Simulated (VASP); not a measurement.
# AlN (P6_3/mmc) in VASP: further runs

The runs below take AlN through single point, relaxation of cell and atoms, with PBE.

All numbers are computed with VASP 6.6.1; they aren't measurements. Logs are shortened: lines on timing, memory, paths and dates and some standing lists are left out, and cuts for length are marked.

## Step 1: The cell of the first run

The structure is hexagonal, space group P6_3/mmc (No. 194). The conventional cell has a = 3.312 Å, b = 3.312 Å, c = 4.188 Å, α = 90.00°, β = 90.00°, γ = 120.00°. Within 2.5 Å of Al (site symmetry -6m2) lie 5 N at 1.91 to 2.09 Å. N (site symmetry -6m2) has 5 Al at 1.91 to 2.09 Å within 2.5 Å.

## Step 2: Single point, PBE

Input file INCAR:

```
SYSTEM = AlN
PREC = Accurate ; ENCUT = 520
EDIFF = 1E-6 ; ISMEAR = 0
SIGMA = 0.1 ; LREAL = .False.
LASPH = .True. ; NELM = 100
ALGO = Normal ; ISIF = 2
LWAVE = .False. ; LCHARG = .False.
GGA = PE ; NBANDS = 16
```

Input file KPOINTS:

```
Automatic mesh
0
Gamma
  6 6 4
  0 0 0
```

Input file POSCAR:

```
AlN
1.0
    3.3121156500      0.0000000000      0.0000000000
   -1.6560578200      2.8683762900      0.0000000000
    0.0000000000      0.0000000000      4.1875629400
Al N
2 2
Direct
    0.3333333300      0.6666666700      0.7500000000
    0.6666666700      0.3333333300      0.2500000000
    0.3333333300      0.6666666700      0.2500000000
    0.6666666700      0.3333333300      0.7500000000
```

Potentials or basis: VASP PAW PBE potentials, release 64 (Al, N).

The run is started by

```sh
> cat potpaw_PBE.64/Al/POTCAR potpaw_PBE.64/N/POTCAR > POTCAR
> mpirun -np 1 vasp_std > vasp.out
```

OUTCAR:

```text
SYSTEM = AlN
   PREC = Accurate
   ENCUT = 520
   EDIFF = 1E-6
   ISMEAR = 0
   LREAL = .False.
   LASPH = .True.
   NELM = 100
   ISIF = 2
   GGA = PE

 ion  position               nearest neighbor table
   1  0.333  0.667  0.750-   4 1.91   4 1.91   4 1.91   3 2.09   3 2.09   2 2.84   2 2.84   2 2.84
                             2 2.84   2 2.84   2 2.84
   2  0.667  0.333  0.250-   3 1.91   3 1.91   3 1.91   4 2.09   4 2.09   1 2.84   1 2.84   1 2.84
                             1 2.84   1 2.84   1 2.84
   3  0.333  0.667  0.250-   2 1.91   2 1.91   2 1.91   1 2.09   1 2.09
   4  0.667  0.333  0.750-   1 1.91   1 1.91   1 1.91   2 2.09   2 2.09

  LATTYP: Found a hexagonal cell.
 ALAT       =     3.3121156500
 C/A-ratio  =     1.2643166430

  Lattice vectors:

 A1 = (   3.3121156500,   0.0000000000,   0.0000000000)
 A2 = (  -1.6560578200,   2.8683762900,   0.0000000000)
 A3 = (   0.0000000000,   0.0000000000,   4.1875629400)

Analysis of symmetry for initial positions (statically):
=====================================================================
 Subroutine PRICEL returns:
 Original cell was already a primitive cell.

 Routine SETGRP: Setting up the symmetry group for a
 hexagonal supercell.

 Subroutine GETGRP returns: Found 24 space group operations
 (whereof 12 operations were pure point group operations)
 out of a pool of 24 trial point group operations.

The static configuration has the point symmetry D_3d.
 The point group associated with its full space group is D_6h.

Analysis of symmetry for dynamics (positions and initial velocities):
=====================================================================
 Subroutine PRICEL returns:
 Original cell was already a primitive cell.

 Routine SETGRP: Setting up the symmetry group for a
 hexagonal supercell.

 Subroutine GETGRP returns: Found 24 space group operations
 (whereof 12 operations were pure point group operations)
 out of a pool of 24 trial point group operations.

The dynamic configuration has the point symmetry D_3d.
 The point group associated with its full space group is D_6h.

 Subroutine INISYM returns: Found 24 space group operations
 (whereof 12 operations are pure point group operations),
 and found     1 'primitive' translations

----------------------------------------------------------------------------------------

                                     Primitive cell

[... 91 lines left out ...]
   LREAL  =      F    real-space projection
   EDIFFG = 0.1E-04   stopping-criterion for IOM
   NSW    =      0    number of steps for IOM
   IBRION =     -1    ionic relax: 0-MD 1-quasi-New 2-CG
   NFREE  =      0    steps in history (QN), initial steepest desc. (CG)
   ISIF   =      2    stress and relaxation
   ISYM   =      2    0-nonsym 1-usesym 2-fastsym
   POTIM  = 0.5000    time-step for ionic-motion
   TEBEG  =    0.0;   TEEND  =   0.0 temperature during run
   PSTRESS=    0.0 pullay stress
   NELECT =      16.0000    total number of electrons
   NUPDOWN=      -1.0000    fix difference up-down
   EMIN   =  10.00;   EMAX   =-10.00  energy-range for DOS
   EFERMI =   0.00;   METHOD = LEGACY
   ISMEAR =     0;   SIGMA  =   0.10  broadening in eV -4-tet -1-fermi 0-gaus
   EFERMI_NEDOS =   21; number of points for ismear=-14 and -15
   IALGO  =     38    algorithm
   IMIX   =      4    mixing-type and parameters
     AMIX     =   0.40;   BMIX     =  1.00
     AMIX_MAG =   1.60;   BMIX_MAG =  1.00
  volume/ion in A,a.u.               =       9.95        67.12
  Fermi-wavevector in a.u.,A,eV,Ry     =   1.208409  2.283561 19.867928  1.460252
  Thomas-Fermi vector in A             =   2.344017
   LORBIT       =      0    0 simple, 1 ext, 2 COOP (PROOUT), +10 PAW based schemes
   GGA     = PE    functional components
   LHFCALC =     F    Hartree Fock is set to
   AEXX    =    0.0000 exact exchange contribution
   IVDW    =     0    specifies the selected vdW correction
   LEPSILON=     F    determine dielectric tensor
   LRPA    =     F    only Hartree local field effects (RPA)
 non-spin polarized calculation
 Gauss-broadening in eV      SIGMA  =   0.10
  energy-cutoff  :      520.00
  volume of cell :       39.78
 maximum number of plane-waves:      1080
 NGX is ok and might be reduce to    28
   NGX = 13   NGY = 13   NGZ = 15

 number of electron      15.9999999 magnetization

 Free energy of the ion-electron system (eV)
  ---------------------------------------------------
  ext. energy  EPLUGINS =         0.00000000
  ---------------------------------------------------
  free energy    TOTEN  =       -29.31872912 eV

  energy without entropy =      -29.31872912  energy(sigma->0) =      -29.31872912

 E-fermi :   8.3814     XC(G=0): -11.1608

 val. band max:        7.9495753139   @ k =   0.0000   0.0000   0.0000
 cond. band min:      11.2187005692   @ k =   0.0000   0.0000   0.0000
 fundamental gap:      3.2691252553
 Fermi energy:         8.3814373307

 k-point     1 :       0.0000    0.0000    0.0000
  band No.  band energies     occupation
      1      -8.8336      2.00000
      2      -5.2135      2.00000
      3       1.0875      2.00000
      4       4.6812      2.00000
      5       4.6812      2.00000
      6       6.3412      2.00000
[... 376 lines left out ...]
      3       1.1058      2.00000
      4       1.1058      2.00000
      5       2.8203      2.00000
      6       2.8203      2.00000
[... 8 lines left out ...]
     15      20.5835      0.00000
     16      20.5835      0.00000

------------------------ aborting loop because EDIFF is reached ----------------------------------------

  FORCE on cell =-STRESS in cart. coord.  units (eV):
  Direction    XX          YY          ZZ          XY          YZ          ZX
  --------------------------------------------------------------------------------------
  -------------------------------------------------------------------------------------
  Total        0.0017499      0.0017499      0.0054712      0.0000000     -0.0000000      0.0000000
  in kB        0.0704713      0.0704713      0.2203402      0.0000000     -0.0000000      0.0000000
  external PRESSURE =       0.1204276 kB  Pullay stress =       0.0000000 kB

 VOLUME and BASIS-vectors are now :
 -----------------------------------------------------------------------------
  energy-cutoff  :      520.00
  volume of cell :       39.78
      direct lattice vectors                 reciprocal lattice vectors
     3.312115650  0.000000000  0.000000000     0.301921824  0.174314646  0.000000000
    -1.656057820  2.868376290  0.000000000     0.000000000  0.348629294  0.000000000
     0.000000000  0.000000000  4.187562940     0.000000000  0.000000000  0.238802381

 POSITION                                       TOTAL-FORCE (eV/Angst)
 -----------------------------------------------------------------------------------
     -0.00000      1.91225      3.14067        -0.000000     -0.000000      0.000000
      1.65606      0.95613      1.04689         0.000000     -0.000000      0.000000
     -0.00000      1.91225      1.04689         0.000000      0.000000      0.000000
      1.65606      0.95613      3.14067        -0.000000      0.000000      0.000000
 -----------------------------------------------------------------------------------
    total drift:                               -0.000001      0.000001      0.000000

  FREE ENERGIE OF THE ION-ELECTRON SYSTEM (eV)
  ---------------------------------------------------
  free  energy   TOTEN  =       -29.3187291151 eV

  energy  without entropy=      -29.3187291151  energy(sigma->0) =      -29.31872912
```

It took 17 s on 1 thread of Intel Xeon 8259CL, shared host; peak memory 0.16 GiB.

Results:

```yaml
Free_energy: -29.3187 eV
Pressure: 0.0 GPa
Band_gap_on_the_k_mesh: 3.27 eV, direct
```

PBE gaps usually lie below the measured ones, often by a third to a half.

## Step 3: Single point, PBE

Input file INCAR:

```
PREC     = Accurate       # precision mode
ENCUT    = 520            # plane-wave cutoff, eV
EDIFF    = 1E-6           # SCF threshold, eV
ISMEAR   = 0              # smearing method
SIGMA    = 0.02           # smearing width, eV
LREAL    = False          # projectors in reciprocal space
LASPH    = True           # aspherical terms in the spheres
NELM     = 80             # most SCF steps
ALGO     = Normal         # electronic algorithm
ISIF     = 2              # what is computed and relaxed
LWAVE    = False          # write WAVECAR
LCHARG   = False          # write CHGCAR
GGA      = PE             # functional
NBANDS   = 16             # bands
```

Input file KPOINTS:

```
regular mesh
0
Gamma
  12 12 6
```

Input file POSCAR:

```
AlN
1.0
    3.3142923943     -0.0000000029      0.0000000000
   -1.6571461946      2.8702614104      0.0000000000
    0.0000000000      0.0000000000      4.1868821996
Al N
2 2
Direct
    0.3333333333      0.6666666667      0.7500000000
    0.6666666667      0.3333333333      0.2500000000
    0.3333333333      0.6666666667      0.2500000000
    0.6666666667      0.3333333333      0.7500000000
```

Potentials or basis: VASP PAW PBE potentials, release 64 (Al, N).

The run is started by

```sh
> cat potpaw_PBE.64/Al/POTCAR potpaw_PBE.64/N/POTCAR > POTCAR
> mpirun -np 1 vasp_std > vasp.out
```

It took 54 s on 1 thread of Intel Xeon 8259CL, shared host; peak memory 0.18 GiB.

Results (log left out):

```yaml
Free_energy: -29.3189 eV
Pressure: -0.2 GPa
Band_gap_on_the_k_mesh: 3.26 eV, direct
```

Stress tensor (GPa, compression positive):
```
-0.32  0.00  0.00
 0.00 -0.32  0.00
 0.00  0.00 -0.11
```

Levels at points of the mesh, in eV from the valence-band top:
```csv
k point,band 5,band 6,band 7,band 8,band 9,band 10,band 11,band 12
"(0.00, 0.00, 0.00)",-3.26,-1.60,-1.60,0.00,3.26,4.39,8.23,8.23
"(0.50, 0.00, 0.00)",-4.47,-4.30,-2.87,-1.45,3.88,7.08,7.21,9.21
"(0.00, 0.00, 0.50)",-2.47,-2.47,-2.47,-2.47,5.65,5.65,8.42,8.42
"(0.50, 0.00, 0.50)",-3.24,-3.24,-1.73,-1.73,5.07,5.07,9.26,9.26
```

A k mesh can miss the band edges. A hybrid or GW would open this gap; PBE tends to underestimate it.

## Step 4: Relaxation of cell and atoms, PBE

Input file INCAR:

```
PREC     = Accurate       # precision mode
ENCUT    = 600            # plane-wave cutoff, eV
EDIFF    = 1E-7           # SCF threshold, eV
ISMEAR   = 0              # smearing method
SIGMA    = 0.02           # smearing width, eV
LREAL    = F              # projectors in reciprocal space
LASPH    = T              # aspherical terms in the spheres
NELM     = 80             # most SCF steps
ALGO     = Normal         # electronic algorithm
ISIF     = 3              # what is computed and relaxed
LWAVE    = F              # write WAVECAR
LCHARG   = F              # write CHGCAR
GGA      = PE             # functional
IBRION   = 2              # ionic algorithm
NSW      = 100            # ionic steps
EDIFFG   = -0.01          # ionic threshold
```

Input file KPOINTS:

```
Automatic mesh
0
Gamma
  12 12 6
```

Input file POSCAR:

```
AlN
1.0
    3.3121156500      0.0000000000      0.0000000000
   -1.6560578200      2.8683762900      0.0000000000
    0.0000000000      0.0000000000      4.1875629400
Al N
2 2
Direct
    0.3333333300      0.6666666700      0.7500000000
    0.6666666700      0.3333333300      0.2500000000
    0.3333333300      0.6666666700      0.2500000000
    0.6666666700      0.3333333300      0.7500000000
```

The run is started by

```sh
> cat potpaw_PBE.64/Al/POTCAR potpaw_PBE.64/N/POTCAR > POTCAR
> mpirun -np 1 vasp_std > vasp.out
```

Run time: 45 s. Hardware: 1 thread of Intel Xeon 8259CL, shared host; peak memory 0.19 GiB.

The run converged. Its results:

```yaml
Free_energy: -29.3220 eV
Pressure_after_relaxing: -0.1 GPa
Band_gap_on_the_k_mesh: 3.27 eV, direct
```

Final structure:
```
Al N
1.0
     3.31212    0.00000    0.00000
    -1.65606    2.86838    0.00000
     0.00000    0.00000    4.18756
Al N
2 2
Cartesian
  0.0000 1.9123 3.1407
  1.6561 0.9561 1.0469
  0.0000 1.9123 1.0469
  1.6561 0.9561 3.1407
```

Levels at points of the mesh, in eV from the valence-band top:
```tsv
k point	band 4	band 5	band 6	band 7	band 8	band 9	band 10	band 11	band 12
(0.00, 0.00, 0.00)	-3.27	-3.27	-1.61	-1.61	0.00	3.27	4.40	8.24	8.24
(0.50, 0.00, 0.00)	-4.72	-4.48	-4.31	-2.88	-1.46	3.88	7.08	7.21	9.33
(0.00, 0.00, 0.50)	-3.72	-2.48	-2.48	-2.48	-2.48	5.66	5.66	8.43	8.43
(0.50, 0.00, 0.50)	-7.25	-3.24	-3.24	-1.74	-1.74	5.07	5.07	9.25	9.25
```

Caveat: the relaxation stopped at its first step, so nothing moved.

## Step 5: Summary

| task | cell | k mesh | cutoff (eV) | smearing | gap on the mesh (eV) | pressure (GPa) |
| --- | --- | --- | --- | --- | --- | --- |
| single point | a = 3.312, b = 3.312, c = 4.188 Å, angles 90.0, 90.0, 120.0°, 4 atoms | 6 × 6 × 4 | 520 | gaussian 0.1 eV | 3.27 | 0.0 |
| single point | a = 3.314, b = 3.314, c = 4.187 Å, angles 90.0, 90.0, 120.0°, 4 atoms | 12 × 12 × 6 | 520 | gaussian 0.02 eV | 3.26 | -0.2 |
| relaxation of cell and atoms | relaxed from a = 3.312, b = 3.312, c = 4.188 Å, angles 90.0, 90.0, 120.0°, 4 atoms | 12 × 12 × 6 | 600 | gaussian 0.02 eV | 3.27 | -0.1 |

Alike in all rows: level PBE; potentials or basis VASP PAW PBE potentials, release 64 (Al, N); no spin polarisation.

Caveats: the relaxation stopped at its first step, so nothing moved (some runs).

Absolute energies hang on the potentials; compare differences alone.
